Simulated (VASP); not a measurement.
# RbCd2Br4 (Cmmm) in VASP: single point with PBE

Aim: the single point of RbCd2Br4 with PBE.

All numbers are computed with VASP 6.6.1; they aren't measurements. Logs are shortened: lines on timing, memory, paths and dates and some standing lists are left out, and cuts for length are marked.

**1. The cell of the first run**

Symmetry: Cmmm, No. 65, orthorhombic system. Conventional cell: a = 5.965 Å, b = 16.631 Å, c = 5.426 Å, α = 90.00°, β = 90.00°, γ = 90.00°. Rb (site symmetry mmm) has 8 Br at 3.65 to 3.77 Å and 8 Cd at 4.93 Å within 5.0 Å. Within 3.7 Å of Cd (site symmetry m2m) lie 5 Br at 2.81 to 2.99 Å. Within 3.8 Å of Br (site symmetry m2m) lie 3 Cd at 2.87 to 2.99 Å and 2 Rb at 3.77 Å. Br (site symmetry m2m) has 2 Cd at 2.81 Å and 2 Rb at 3.65 Å within 3.7 Å.

**2. Single point, PBE (38.44 Å³/atom)**

Contents of INCAR:

```
ALGO     = Normal         # electronic algorithm
EDIFF    = 1E-6           # SCF threshold, eV
ENCUT    = 500            # plane-wave cutoff, eV
GGA      = PE             # functional
GGA_COMPAT= F            
ISIF     = 2              # what is computed and relaxed
ISMEAR   = 0              # smearing method
LASPH    = T              # aspherical terms in the spheres
LCHARG   = T              # write CHGCAR
LELF     = T              # ELF
LREAL    = F              # projectors in reciprocal space
LVHAR    = T            
LWAVE    = F              # write WAVECAR
NBANDS   = 40             # bands
NELM     = 120            # most SCF steps
PREC     = Accurate       # precision mode
SIGMA    = 0.1            # smearing width, eV
```

Contents of KPOINTS:

```
k-points
0
Gamma
  6 6 6
```

Contents of POSCAR:

```
RbCd2Br4
1.0
    2.9823980442     -8.3156403784      0.0000000000
    2.9823980442      8.3156403784      0.0000000000
    0.0000000000      0.0000000000      5.4255702721
Rb Cd Br
1 2 4
Direct
    0.0000000000      0.0000000000      0.0000000000
    0.3293913998      0.6706086002      0.5000000000
    0.6706086002      0.3293913998      0.5000000000
    0.1570676273      0.8429323727      0.5000000000
    0.3732339407      0.6267660593      0.0000000000
    0.8429323727      0.1570676273      0.5000000000
    0.6267660593      0.3732339407      0.0000000000
```

Potentials or basis: VASP PAW PBE potentials, release 64 (Rb_sv, Cd, Br).

Run with:

```console
cat potpaw_PBE.64/Rb_sv/POTCAR potpaw_PBE.64/Cd/POTCAR potpaw_PBE.64/Br/POTCAR > POTCAR
mpirun -np 1 vasp_std > vasp.out
```

OUTCAR:

```text
EDIFF = 1E-6
   ENCUT = 500
   GGA = PE
   ISIF = 2
   ISMEAR = 0
   LASPH = T
   LREAL = F
   NELM = 120
   PREC = Accurate

 ion  position               nearest neighbor table
   1  0.000  0.000  0.000-   7 3.65   5 3.65   7 3.65   5 3.65   4 3.77   6 3.77   4 3.77   6 3.77

   2  0.329  0.671  0.500-   5 2.81   5 2.81   4 2.87   6 2.99   6 2.99
   3  0.671  0.329  0.500-   7 2.81   7 2.81   6 2.87   4 2.99   4 2.99
   4  0.157  0.843  0.500-   2 2.87   3 2.99   3 2.99   1 3.77   1 3.77
   5  0.373  0.627  0.000-   2 2.81   2 2.81   1 3.65   1 3.65
   6  0.843  0.157  0.500-   3 2.87   2 2.99   2 2.99   1 3.77   1 3.77
   7  0.627  0.373  0.000-   3 2.81   3 2.81   1 3.65   1 3.65

  LATTYP: Found a base centered orthorhombic cell.
 ALAT       =     5.9647960884
 B/A-ratio  =     2.7882396163
 C/A-ratio  =     0.9095986169

  Lattice vectors:

 A1 = (   2.9823980442,  -8.3156403784,   0.0000000000)
 A2 = (   2.9823980442,   8.3156403784,   0.0000000000)
 A3 = (   0.0000000000,   0.0000000000,   5.4255702721)

Analysis of symmetry for initial positions (statically):
=====================================================================
 Subroutine PRICEL returns:
 Original cell was already a primitive cell.

 Routine SETGRP: Setting up the symmetry group for a
 base centered orthorhombic supercell.

 Subroutine GETGRP returns: Found  8 space group operations
 (whereof  8 operations were pure point group operations)
 out of a pool of  8 trial point group operations.

The static configuration has the point symmetry D_2h.

Analysis of symmetry for dynamics (positions and initial velocities):
=====================================================================
 Subroutine PRICEL returns:
 Original cell was already a primitive cell.

 Routine SETGRP: Setting up the symmetry group for a
 base centered orthorhombic supercell.

 Subroutine GETGRP returns: Found  8 space group operations
 (whereof  8 operations were pure point group operations)
 out of a pool of  8 trial point group operations.

The dynamic configuration has the point symmetry D_2h.

 Subroutine INISYM returns: Found  8 space group operations
 (whereof  8 operations are pure point group operations),
 and found     1 'primitive' translations

----------------------------------------------------------------------------------------

                                     Primitive cell

  volume of cell :     269.1142

  direct lattice vectors                    reciprocal lattice vectors
     2.982398044 -8.315640378  0.000000000     0.167650325 -0.060127660  0.000000000
     2.982398044  8.315640378  0.000000000     0.167650325  0.060127660  0.000000000
     0.000000000  0.000000000  5.425570272     0.000000000  0.000000000  0.184312422

  length of vectors
     8.834283955  8.834283955  5.425570272     0.178106617  0.178106617  0.184312422

  position of ions in fractional coordinates (direct lattice)
     0.000000000  0.000000000  0.000000000
     0.329391400  0.670608600  0.500000000
     0.670608600  0.329391400  0.500000000
     0.157067627  0.842932373  0.500000000
     0.373233941  0.626766059  0.000000000
     0.842932373  0.157067627  0.500000000
     0.626766059  0.373233941  0.000000000

  ion indices of the primitive-cell ions
   primitive index   ion index
                 1           1
                 2           2
                 3           3
                 4           4
                 5           5
                 6           6
                 7           7

----------------------------------------------------------------------------------------

 KPOINTS: k-points

Automatic generation of k-mesh.
 Grid dimensions read from file:
 generate k-points for:    6    6    6

 Generating k-lattice:

  Cartesian coordinates                     Fractional coordinates (reciprocal lattice)
     0.027941721 -0.010021277  0.000000000     0.166666667  0.000000000  0.000000000
     0.027941721  0.010021277  0.000000000     0.000000000  0.166666667  0.000000000
     0.000000000  0.000000000  0.030718737     0.000000000  0.000000000  0.166666667

  Length of vectors
     0.029684436  0.029684436  0.030718737

  Shift w.r.t. Gamma in fractional coordinates (k-lattice)
     0.000000000  0.000000000  0.000000000

 Subroutine IBZKPT returns following result:
 ===========================================

 Found     52 irreducible k-points:

 Following reciprocal coordinates:
            Coordinates               Weight
  0.000000  0.000000  0.000000      1.000000
  0.166667 -0.000000  0.000000      4.000000
  0.333333 -0.000000  0.000000      4.000000
  0.500000 -0.000000  0.000000      2.000000
  0.166667  0.166667  0.000000      2.000000
  0.333333  0.166667  0.000000      4.000000
[... 16 lines left out ...]
  0.333333  0.333333  0.166667      4.000000
  0.500000  0.333333  0.166667      8.000000
 [... further k-points ...]
   k-points           NKPTS =     52   k-points in BZ     NKDIM =     52   number of bands    NBANDS=     40
   number of dos      NEDOS =    301   number of ions     NIONS =      7
   total plane-waves  NPLWV = 163840
   dimension x,y,z NGX =    64 NGY =   64 NGZ =   40
   dimension x,y,z NGXF=   128 NGYF=  128 NGZF=   80
   ions per type =               1   2   4
   NGX,Y,Z   is equivalent  to a cutoff of  12.04, 12.04, 12.26 a.u.
   NGXF,Y,Z  is equivalent  to a cutoff of  24.09, 24.09, 24.51 a.u.
 SYSTEM =  unknown system
   PREC   = accura    normal or accurate (medium, high low for compatibility)
   ISTART =      0    job   : 0-new  1-cont  2-samecut
   ICHARG =      2    charge: 1-file 2-atom 10-const
   ISPIN  =      1    spin polarized calculation?
   LNONCOLLINEAR =      F non collinear calculations
   LSORBIT =      F    spin-orbit coupling
   LASPH  =      T    aspherical Exc in radial PAW
   ENCUT  =  500.0 eV  36.75 Ry    6.06 a.u.  16.11 16.11  9.89*2*pi/ulx,y,z
   NELM   =    120;   NELMIN=  2; NELMDL= -5     # of ELM steps
   EDIFF  = 0.1E-05   stopping-criterion for ELM
   LREAL  =      F    real-space projection
[... 7 lines left out ...]
   TEBEG  =    0.0;   TEEND  =   0.0 temperature during run
   PSTRESS=    0.0 pullay stress
   NELECT =      61.0000    total number of electrons
   NUPDOWN=      -1.0000    fix difference up-down
   EMIN   =  10.00;   EMAX   =-10.00  energy-range for DOS
   EFERMI =   0.00;   METHOD = LEGACY
   ISMEAR =     0;   SIGMA  =   0.10  broadening in eV -4-tet -1-fermi 0-gaus
   EFERMI_NEDOS =   21; number of points for ismear=-14 and -15
   IALGO  =     38    algorithm
   IMIX   =      4    mixing-type and parameters
     AMIX     =   0.40;   BMIX     =  1.00
     AMIX_MAG =   1.60;   BMIX_MAG =  1.00
  volume/ion in A,a.u.               =      38.44       259.44
  Fermi-wavevector in a.u.,A,eV,Ry     =   0.998173  1.886274 13.556159  0.996350
  Thomas-Fermi vector in A             =   2.130379
   LORBIT       =      0    0 simple, 1 ext, 2 COOP (PROOUT), +10 PAW based schemes
   GGA     = PE    functional components
   LHFCALC =     F    Hartree Fock is set to
   AEXX    =    0.0000 exact exchange contribution
   IVDW    =     0    specifies the selected vdW correction
   LEPSILON=     F    determine dielectric tensor
   LRPA    =     F    only Hartree local field effects (RPA)
 non-spin polarized calculation
 Gauss-broadening in eV      SIGMA  =   0.10
  energy-cutoff  :      500.00
  volume of cell :      269.11
 maximum number of plane-waves:      6858
   NGX = 33   NGY = 33   NGZ = 19

 number of electron      60.9999990 magnetization

 Free energy of the ion-electron system (eV)
  ---------------------------------------------------
  ext. energy  EPLUGINS =         0.00000000
  ---------------------------------------------------
  free energy    TOTEN  =       -15.76159021 eV

  energy without entropy =      -15.75572187  energy(sigma->0) =      -15.75865604

 E-fermi :   0.7856     XC(G=0):  -7.4115

 val. band max:        0.7594756001   @ k =   0.1667  -0.0000   0.1667
 cond. band min:       0.7989897402   @ k =   0.3333  -0.0000   0.0000
 fundamental gap:      0.0395141400
 Fermi energy:         0.7856036277

 k-point     1 :       0.0000    0.0000    0.0000
  band No.  band energies     occupation
      1     -26.6311      2.00000
      2     -14.8088      2.00000
      3     -14.6998      2.00000
      4     -14.4236      2.00000
      5     -14.4082      2.00000
      6     -10.7676      2.00000
[... 32 lines left out ...]
     39       6.2008      0.00000
     40       6.2515      0.00000

 k-point     2 :       0.1667   -0.0000    0.0000
  band No.  band energies     occupation
      1     -26.6310      2.00000
      2     -14.7875      2.00000
      3     -14.6883      2.00000
      4     -14.4366      2.00000
      5     -14.4163      2.00000
      6     -10.7673      2.00000
[... 32 lines left out ...]
     39       6.2655      0.00000
     40       6.3398      0.00000

 k-point     3 :       0.3333   -0.0000    0.0000
  band No.  band energies     occupation
      1     -26.6309      2.00000
      2     -14.7338      2.00000
      3     -14.6689      2.00000
      4     -14.4688      2.00000
      5     -14.4335      2.00000
      6     -10.7667      2.00000
[... 32 lines left out ...]
     39       6.1289      0.00000
     40       6.2621      0.00000

 k-point     4 :       0.5000   -0.0000    0.0000
  band No.  band energies     occupation
      1     -26.6309      2.00000
      2     -14.6814      2.00000
      3     -14.6795      2.00000
      4     -14.4888      2.00000
      5     -14.4434      2.00000
      6     -10.7664      2.00000
[... 32 lines left out ...]
     39       5.9359      0.00000
     40       6.0564      0.00000
[... 772 lines left out ...]
     39       5.9890      0.00000
     40       6.3980      0.00000

 k-point    23 :       0.3333    0.3333    0.1667
  band No.  band energies     occupation
      1     -26.6308      2.00000
      2     -14.7245      2.00000
      3     -14.6666      2.00000
      4     -14.4673      2.00000
      5     -14.4153      2.00000
      6     -10.7698      2.00000
[... 32 lines left out ...]
     39       6.0107      0.00000
     40       6.2532      0.00000

 k-point    24 :       0.5000    0.3333    0.1667
  band No.  band energies     occupation
      1     -26.6309      2.00000
      2     -14.7736      2.00000
      3     -14.6813      2.00000
      4     -14.4429      2.00000
      5     -14.4013      2.00000
      6     -10.7705      2.00000
[... 32 lines left out ...]
     39       6.3666      0.00000
     40       6.4456      0.00000

 [... further k-points ...]

------------------------ aborting loop because EDIFF is reached ----------------------------------------

  FORCE on cell =-STRESS in cart. coord.  units (eV):
  Direction    XX          YY          ZZ          XY          YZ          ZX
  --------------------------------------------------------------------------------------
  -------------------------------------------------------------------------------------
  Total       -1.0205433     -1.0015124     -0.9327998      0.0000000      0.0000000      0.0000000
  in kB       -6.0758262     -5.9625252     -5.5534432      0.0000000      0.0000000      0.0000000
  external PRESSURE =      -5.8639315 kB  Pullay stress =       0.0000000 kB

 VOLUME and BASIS-vectors are now :
 -----------------------------------------------------------------------------
  energy-cutoff  :      500.00
  volume of cell :      269.11
      direct lattice vectors                 reciprocal lattice vectors
     2.982398044 -8.315640378  0.000000000     0.167650325 -0.060127660  0.000000000
     2.982398044  8.315640378  0.000000000     0.167650325  0.060127660  0.000000000
     0.000000000  0.000000000  5.425570272     0.000000000  0.000000000  0.184312422

 POSITION                                       TOTAL-FORCE (eV/Angst)
 -----------------------------------------------------------------------------------
      0.00000      0.00000      0.00000        -0.000000      0.000000     -0.000000
      2.98240      2.83744      2.71279         0.000000      0.004015     -0.000000
      2.98240     -2.83744      2.71279         0.000000     -0.004015     -0.000000
      2.98240      5.70340      2.71279         0.000000      0.022175      0.000000
      2.98240      2.10828      0.00000         0.000000     -0.010967      0.000000
      2.98240     -5.70340      2.71279         0.000000     -0.022175     -0.000000
      2.98240     -2.10828      0.00000         0.000000      0.010967     -0.000000
 -----------------------------------------------------------------------------------
    total drift:                                0.000000      0.000000      0.000000

  FREE ENERGIE OF THE ION-ELECTRON SYSTEM (eV)
  ---------------------------------------------------
  free  energy   TOTEN  =       -15.7615902127 eV

  energy  without entropy=      -15.7557218722  energy(sigma->0) =      -15.75865604
```

Wall time 6.4 min (1 thread of AMD EPYC 9R45 (Zen 5), shared host); peak memory 0.71 GiB.

Results:

| Property | Result |
| --- | --- |
| Free energy | -15.7616 eV |
| Pressure | -0.6 GPa |
| Largest force | 0.022 eV/Å |
| Band gap on the k mesh | zero (an odd number of electrons rules out a gap without spin polarisation) |

Forces on the atoms (eV/Å):
```
Rb   0.000  0.000  0.000
Cd   0.000  0.004  0.000
Cd   0.000 -0.004  0.000
Br   0.000  0.022  0.000
Br   0.000 -0.011  0.000
Br   0.000 -0.022  0.000
Br   0.000  0.011  0.000
```

Levels at points of the mesh, in eV from the Fermi level:
```csv
k point,band 27,band 28,band 29,band 30,band 31,band 32,band 33,band 34
"(0.00, 0.00, 0.00)",-2.81,-2.79,-2.71,-2.66,-1.40,-0.70,3.09,4.09
"(0.50, 0.00, 0.00)",-3.13,-3.07,-2.98,-2.70,0.60,0.76,2.87,3.09
"(0.50, 0.50, 0.00)",-2.82,-2.75,-2.71,-2.69,-1.00,-0.90,2.60,4.10
"(0.00, 0.00, 0.50)",-3.18,-3.07,-2.94,-2.78,1.08,1.37,3.58,3.75
"(0.50, 0.00, 0.50)",-2.65,-2.62,-2.47,-2.42,2.01,2.01,2.75,3.10
"(0.50, 0.50, 0.50)",-3.23,-3.01,-3.00,-2.74,1.21,1.32,2.79,3.89
```

Caveat: an odd number of electrons without spin polarisation forces a metal; a magnetic or distorted state may lie lower.
